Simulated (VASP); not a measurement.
# Ga (P6_3/mmc) in VASP: a series of runs

The runs below take Ga through single point, relaxation of cell and atoms, with LDA.

Program: VASP 6.6.1. These are calculated values, not measurements. Logs are shortened: lines on timing, memory, paths and dates and some standing lists are left out, and cuts for length are marked.

### 1 The cell of the first run

The structure is hexagonal, space group P6_3/mmc (No. 194). The conventional cell has a = 2.288 Å, b = 2.288 Å, c = 3.821 Å, α = 90.00°, β = 90.00°, γ = 120.00°. Ga (site symmetry -6m2) has 12 Ga at 2.29 to 2.32 Å within 3.0 Å.

### 2 Single point, LDA

Contents of INCAR:

```
PREC     = Accurate       # precision mode
ENCUT    = 520            # plane-wave cutoff, eV
EDIFF    = 1E-7           # SCF threshold, eV
ISMEAR   = -1             # smearing method
SIGMA    = 0.1            # smearing width, eV
LREAL    = F              # projectors in reciprocal space
LASPH    = T              # aspherical terms in the spheres
NELM     = 100            # most SCF steps
ALGO     = Normal         # electronic algorithm
ISIF     = 2              # what is computed and relaxed
LWAVE    = F              # write WAVECAR
LCHARG   = T              # write CHGCAR
GGA      = CA             # functional
LELF     = T              # ELF
LVHAR    = T            
NBANDS   = 20             # bands
```

Contents of KPOINTS:

```
regular mesh
0
Gamma
  18 18 10
```

Contents of POSCAR:

```
Ga
1.0
    2.2877844915      0.0000000000      0.0000000000
   -1.1438922457      1.9812794880      0.0000000000
    0.0000000000      0.0000000000      3.8209707685
Ga
2
Direct
    0.3333333333      0.6666666667      0.2500000000
    0.6666666667      0.3333333333      0.7500000000
```

Potentials or basis: VASP PAW LDA potentials, release 64 (Ga_d).

Command:

```console
cat potpaw_LDA.64/Ga_d/POTCAR > POTCAR
mpirun -np 1 vasp_std > vasp.out
```

OUTCAR:

```text
PREC = Accurate
   ENCUT = 520
   EDIFF = 1E-7
   ISMEAR = -1
   LREAL = F
   LASPH = T
   NELM = 100
   ISIF = 2
   GGA = CA

 ion  position               nearest neighbor table
   1  0.333  0.667  0.250-   2 2.32   2 2.32   2 2.32   2 2.32   2 2.32   2 2.32
   2  0.667  0.333  0.750-   1 2.32   1 2.32   1 2.32   1 2.32   1 2.32   1 2.32

  LATTYP: Found a hexagonal cell.
 ALAT       =     2.2877844915
 C/A-ratio  =     1.6701620204

  Lattice vectors:

 A1 = (   2.2877844915,   0.0000000000,   0.0000000000)
 A2 = (  -1.1438922457,   1.9812794880,   0.0000000000)
 A3 = (   0.0000000000,   0.0000000000,   3.8209707685)

Analysis of symmetry for initial positions (statically):
=====================================================================
 Subroutine PRICEL returns:
 Original cell was already a primitive cell.

 Routine SETGRP: Setting up the symmetry group for a
 hexagonal supercell.

 Subroutine GETGRP returns: Found 24 space group operations
 (whereof 12 operations were pure point group operations)
 out of a pool of 24 trial point group operations.

The static configuration has the point symmetry D_3d.
 The point group associated with its full space group is D_6h.

Analysis of symmetry for dynamics (positions and initial velocities):
=====================================================================
 Subroutine PRICEL returns:
 Original cell was already a primitive cell.

 Routine SETGRP: Setting up the symmetry group for a
 hexagonal supercell.

 Subroutine GETGRP returns: Found 24 space group operations
 (whereof 12 operations were pure point group operations)
 out of a pool of 24 trial point group operations.

The dynamic configuration has the point symmetry D_3d.
 The point group associated with its full space group is D_6h.

 Subroutine INISYM returns: Found 24 space group operations
 (whereof 12 operations are pure point group operations),
 and found     1 'primitive' translations

----------------------------------------------------------------------------------------

                                     Primitive cell

  volume of cell :      17.3195

  direct lattice vectors                    reciprocal lattice vectors
     2.287784492  0.000000000  0.000000000     0.437104108  0.252362175  0.000000000
    -1.143892246  1.981279488  0.000000000     0.000000000  0.504724349  0.000000000
     0.000000000  0.000000000  3.820970769     0.000000000  0.000000000  0.261713596

  length of vectors
     2.287784492  2.287784491  3.820970769     0.504724349  0.504724349  0.261713596

  position of ions in fractional coordinates (direct lattice)
     0.333333333  0.666666667  0.250000000
     0.666666667  0.333333333  0.750000000

  ion indices of the primitive-cell ions
   primitive index   ion index
                 1           1
                 2           2

----------------------------------------------------------------------------------------

 KPOINTS: regular mesh

Automatic generation of k-mesh.
 Grid dimensions read from file:
 generate k-points for:   18   18   10

 Generating k-lattice:

  Cartesian coordinates                     Fractional coordinates (reciprocal lattice)
     0.024283562  0.014020121  0.000000000     0.055555556  0.000000000  0.000000000
     0.000000000  0.028040242  0.000000000     0.000000000  0.055555556  0.000000000
     0.000000000  0.000000000  0.026171360     0.000000000  0.000000000  0.100000000

  Length of vectors
     0.028040242  0.028040242  0.026171360

  Shift w.r.t. Gamma in fractional coordinates (k-lattice)
     0.000000000  0.000000000  0.000000000

 Subroutine IBZKPT returns following result:
 ===========================================

 Found    222 irreducible k-points:

 Following reciprocal coordinates:
            Coordinates               Weight
  0.000000  0.000000  0.000000      1.000000
  0.055556  0.000000  0.000000      6.000000
  0.111111  0.000000  0.000000      6.000000
  0.166667  0.000000  0.000000      6.000000
  0.222222  0.000000  0.000000      6.000000
  0.277778  0.000000  0.000000      6.000000
[... 16 lines left out ...]
  0.333333  0.111111  0.000000     12.000000
  0.388889  0.111111  0.000000     12.000000
 [... further k-points ...]
   k-points           NKPTS =    222   k-points in BZ     NKDIM =    222   number of bands    NBANDS=     20
   number of dos      NEDOS =    301   number of ions     NIONS =      2
   total plane-waves  NPLWV =   9072
   dimension x,y,z NGX =    18 NGY =   18 NGZ =   28
   dimension x,y,z NGXF=    36 NGYF=   36 NGZF=   56
   ions per type =               2
   NGX,Y,Z   is equivalent  to a cutoff of  13.08, 13.08, 12.18 a.u.
   NGXF,Y,Z  is equivalent  to a cutoff of  26.16, 26.16, 24.36 a.u.
 SYSTEM =  unknown system
   PREC   = accura    normal or accurate (medium, high low for compatibility)
   ISTART =      0    job   : 0-new  1-cont  2-samecut
   ICHARG =      2    charge: 1-file 2-atom 10-const
   ISPIN  =      1    spin polarized calculation?
   LNONCOLLINEAR =      F non collinear calculations
   LSORBIT =      F    spin-orbit coupling
   LASPH  =      T    aspherical Exc in radial PAW
   ENCUT  =  520.0 eV  38.22 Ry    6.18 a.u.   4.25  4.25  7.10*2*pi/ulx,y,z
   NELM   =    100;   NELMIN=  2; NELMDL= -5     # of ELM steps
   EDIFF  = 0.1E-06   stopping-criterion for ELM
   LREAL  =      F    real-space projection
   EDIFFG = 0.1E-05   stopping-criterion for IOM
   NSW    =      0    number of steps for IOM
   IBRION =     -1    ionic relax: 0-MD 1-quasi-New 2-CG
   NFREE  =      0    steps in history (QN), initial steepest desc. (CG)
   ISIF   =      2    stress and relaxation
   ISYM   =      2    0-nonsym 1-usesym 2-fastsym
   POTIM  = 0.5000    time-step for ionic-motion
   TEBEG  =    0.0;   TEEND  =   0.0 temperature during run
   PSTRESS=    0.0 pullay stress
   NELECT =      26.0000    total number of electrons
   NUPDOWN=      -1.0000    fix difference up-down
   EMIN   =  10.00;   EMAX   =-10.00  energy-range for DOS
   EFERMI =   0.00;   METHOD = LEGACY
   ISMEAR =    -1;   SIGMA  =   0.10  broadening in eV -4-tet -1-fermi 0-gaus
   EFERMI_NEDOS =   21; number of points for ismear=-14 and -15
   IALGO  =     38    algorithm
   IMIX   =      4    mixing-type and parameters
     AMIX     =   0.40;   BMIX     =  1.00
     AMIX_MAG =   1.60;   BMIX_MAG =  1.00
  volume/ion in A,a.u.               =       8.66        58.44
  Fermi-wavevector in a.u.,A,eV,Ry     =   1.874510  3.542310 47.807984  3.513788
  Thomas-Fermi vector in A             =   2.919428
   LORBIT       =      0    0 simple, 1 ext, 2 COOP (PROOUT), +10 PAW based schemes
   GGA     = CA    functional components
   LHFCALC =     F    Hartree Fock is set to
   AEXX    =    0.0000 exact exchange contribution
   IVDW    =     0    specifies the selected vdW correction
   LEPSILON=     F    determine dielectric tensor
   LRPA    =     F    only Hartree local field effects (RPA)
 non-spin polarized calculation
  energy-cutoff  :      520.00
  volume of cell :       17.32
 maximum number of plane-waves:       483
 NGX is ok and might be reduce to    18
   NGX =  9   NGY =  9   NGZ = 15

 number of electron      26.0000000 magnetization

 Free energy of the ion-electron system (eV)
  ---------------------------------------------------
  ext. energy  EPLUGINS =         0.00000000
  ---------------------------------------------------
  free energy    TOTEN  =        -0.63792031 eV

  energy without entropy =       -0.61891690  energy(sigma->0) =       -0.62841860

 E-fermi :  16.5990     XC(G=0): -15.9853

 val. band max:       16.5964490236   @ k =   0.1111   0.0000   0.3000
 cond. band min:      16.6677065090   @ k =   0.3889   0.0000   0.1000
 fundamental gap:      0.0712574854
 Fermi energy:        16.5989737869

 k-point     1 :       0.0000    0.0000    0.0000
  band No.  band energies     occupation
      1      -3.3595      2.00000
      2      -2.2251      2.00000
      3      -1.1535      2.00000
      4      -1.0180      2.00000
      5      -1.0180      2.00000
      6      -0.8666      2.00000
[... 12 lines left out ...]
     19      37.0333      0.00000
     20      37.7813      0.00000

 k-point     2 :       0.0556    0.0000    0.0000
  band No.  band energies     occupation
      1      -3.2355      2.00000
      2      -2.1823      2.00000
      3      -1.1725      2.00000
      4      -0.9995      2.00000
      5      -0.9825      2.00000
      6      -0.8780      2.00000
[... 12 lines left out ...]
     19      38.5660      0.00000
     20      39.5961      0.00000

 k-point     3 :       0.1111    0.0000    0.0000
  band No.  band energies     occupation
      1      -2.8759      2.00000
      2      -2.0683      2.00000
      3      -1.2235      2.00000
      4      -0.9597      2.00000
      5      -0.8794      2.00000
      6      -0.8783      2.00000
[... 12 lines left out ...]
     19      38.5269      0.00000
     20      39.8375      0.00000

 k-point     4 :       0.1667    0.0000    0.0000
  band No.  band energies     occupation
      1      -2.3449      2.00000
      2      -1.9318      2.00000
      3      -1.2640      2.00000
      4      -0.9660      2.00000
      5      -0.8462      2.00000
      6      -0.7380      2.00000
[... 12 lines left out ...]
     19      37.7569      0.00000
     20      39.8102      0.00000

 k-point     5 :       0.2222    0.0000    0.0000
  band No.  band energies     occupation
      1      -1.9393      2.00000
      2      -1.8093      2.00000
      3      -1.1805      2.00000
      4      -1.1058      2.00000
      5      -0.9171      2.00000
      6      -0.7567      2.00000
[... 12 lines left out ...]
     19      37.6244      0.00000
     20      39.0315      0.00000
[... 353 lines left out ...]
      6      -0.8296      2.00000
[... 12 lines left out ...]
     19      33.6129      0.00000
     20      36.4483      0.00000

 k-point    22 :       0.2778    0.1111    0.0000
  band No.  band energies     occupation
      1      -1.9184      2.00000
      2      -1.6291      2.00000
      3      -1.6187      2.00000
      4      -1.0051      2.00000
      5      -0.8951      2.00000
      6      -0.6699      2.00000
[... 12 lines left out ...]
     19      32.7147      0.00000
     20      35.8950      0.00000

 k-point    23 :       0.3333    0.1111    0.0000
  band No.  band energies     occupation
      1      -2.0219      2.00000
      2      -1.7796      2.00000
      3      -1.6886      2.00000
      4      -1.0343      2.00000
      5      -0.7670      2.00000
      6      -0.7578      2.00000
[... 12 lines left out ...]
     19      32.0375      0.00000
     20      35.4820      0.00000

 k-point    24 :       0.3889    0.1111    0.0000
  band No.  band energies     occupation
      1      -2.0919      2.00000
      2      -1.8786      2.00000
      3      -1.7349      2.00000
      4      -1.0439      2.00000
      5      -0.8234      2.00000
      6      -0.6893      2.00000
[... 12 lines left out ...]
     19      31.6171      0.00000
     20      35.2309      0.00000

 [... further k-points ...]
[... 5 lines left out ...]
  --------------------------------------------------------------------------------------
  -------------------------------------------------------------------------------------
  Total       25.2933996     25.2933996     25.2892371      0.0000000      0.0000000      0.0000000
  in kB     2339.8241433   2339.8241433   2339.4390830      0.0000001      0.0000000      0.0000000
  external PRESSURE =    2339.6957899 kB  Pullay stress =       0.0000000 kB

 VOLUME and BASIS-vectors are now :
 -----------------------------------------------------------------------------
  energy-cutoff  :      520.00
  volume of cell :       17.32
      direct lattice vectors                 reciprocal lattice vectors
     2.287784492  0.000000000  0.000000000     0.437104108  0.252362175  0.000000000
    -1.143892246  1.981279488  0.000000000     0.000000000  0.504724349  0.000000000
     0.000000000  0.000000000  3.820970769     0.000000000  0.000000000  0.261713596

 POSITION                                       TOTAL-FORCE (eV/Angst)
 -----------------------------------------------------------------------------------
     -0.00000      1.32085      0.95524        -0.000000     -0.000000      0.000000
      1.14389      0.66043      2.86573         0.000000      0.000000      0.000000
 -----------------------------------------------------------------------------------
    total drift:                               -0.000000      0.000000     -0.000000

  FREE ENERGIE OF THE ION-ELECTRON SYSTEM (eV)
  ---------------------------------------------------
  free  energy   TOTEN  =        -0.6379203064 eV

  energy  without entropy=       -0.6189169016  energy(sigma->0) =       -0.62841860
```

Run time: 87 s. Hardware: 1 thread of AMD EPYC 7R13, shared host; peak memory 0.14 GiB.

Results:

```
Free energy            : -0.6379 eV
Pressure               : 234.0 GPa
Band gap on the k mesh : zero (band 13 reaches 23.36 eV, above the bottom of band 14 at 12.52 eV)
```

### 3 Relaxation of cell and atoms, LDA, target pressure 230 GPa, at which the enthalpy is minimised

This run uses another cell than the first one, of 8.71 Å³/atom, 1.006 times its volume.

Contents of INCAR:

```
PREC = Accurate ; ENCUT = 600
EDIFF = 1E-6 ; ISMEAR = -1
SIGMA = 0.1 ; LREAL = F
LASPH = T ; NELM = 60
ALGO = Normal ; ISIF = 3
LWAVE = F ; LCHARG = F
IBRION = 2 ; NSW = 60
EDIFFG = -0.005 ; PSTRESS = 2300.0
```

Contents of KPOINTS:

```
Automatic mesh
0
Gamma
  18 18 10
```

Contents of POSCAR:

```
Ga
1.0
    2.3157648916      0.0000000000      0.0000000000
   -1.1578824458      2.0055112253      0.0000000000
    0.0000000000      0.0000000000      3.7515391243
Ga
2
Direct
    0.3333333333      0.6666666667      0.2500000000
    0.6666666667      0.3333333333      0.7500000000
```

Potentials or basis: VASP PAW LDA potentials, release 64 (Ga_d).

Command:

```console
cat potpaw_LDA.64/Ga_d/POTCAR > POTCAR
mpirun -np 1 vasp_std > vasp.out
```

It took 2.2 min on 1 thread of Intel Xeon 6975P-C (Granite Rapids), shared host; peak memory 0.18 GiB.

Results (log left out):

```
Free energy                                            : -0.7441 eV
Relaxed volume                                         : 8.70 Å³/atom
Relaxed cell                                           : a = 2.291 Å, b = 2.291 Å, c = 3.826 Å, α = 90.00°, β = 90.00°, γ = 120.00°
Space group after relaxing (to 0.05 Å)                 : P6_3/mmc (No. 194)
Energy change on relaxing (the enthalpy is what falls) : +17.2 meV/atom
Ionic steps                                            : 10
Pressure after relaxing                                : 229.9 GPa
Band gap on the k mesh                                 : zero (band 13 reaches 23.26 eV, above the bottom of band 14 at 12.43 eV)
```

The path:
```
step  energy change (eV)  largest force (eV/Å)  pressure (GPa)  volume (Å³)
   1              0.0000                0.0000          229.16        17.42
   2              0.1634                0.0000          234.51        17.30
   3              0.1432                0.0000          233.90        17.32
   4             -0.4650                0.0000          212.09        17.76
   5              0.0224                0.0000          229.39        17.40
   6              0.0295                0.0000          229.85        17.40
   7              0.0265                0.0000          229.62        17.40
   8              0.0356                0.0000          229.93        17.39
   9              0.0353                0.0000          229.95        17.39
  10              0.0344                0.0000          229.92        17.39
```

Final structure:
```
Ga
1.0
     2.29112    0.00000    0.00000
    -1.14556    1.98417    0.00000
     0.00000    0.00000    3.82595
Ga
2
Direct
  0.33333 0.66667 0.25000
  0.66667 0.33333 0.75000
```

Levels at points of the mesh, in eV from the Fermi level:
```csv
k point,band 9,band 10,band 11,band 12,band 13,band 14,band 15,band 16,band 17
"(0.00, 0.00, 0.00)",-17.11,-16.47,-16.47,-9.87,-6.23,18.13,18.13,18.32,19.91
"(0.50, 0.00, 0.00)",-16.35,-16.27,-9.74,-8.29,0.16,0.70,3.31,3.84,7.70
"(0.00, 0.00, 0.50)",-16.68,-16.68,-16.56,-16.56,5.24,5.24,19.12,19.12,20.46
"(0.50, 0.00, 0.50)",-16.30,-16.30,-8.20,-8.20,-4.08,-4.08,11.03,11.03,12.23
```

Caveat: the cell is relaxed towards a set pressure, so the enthalpy falls and the energy may rise.
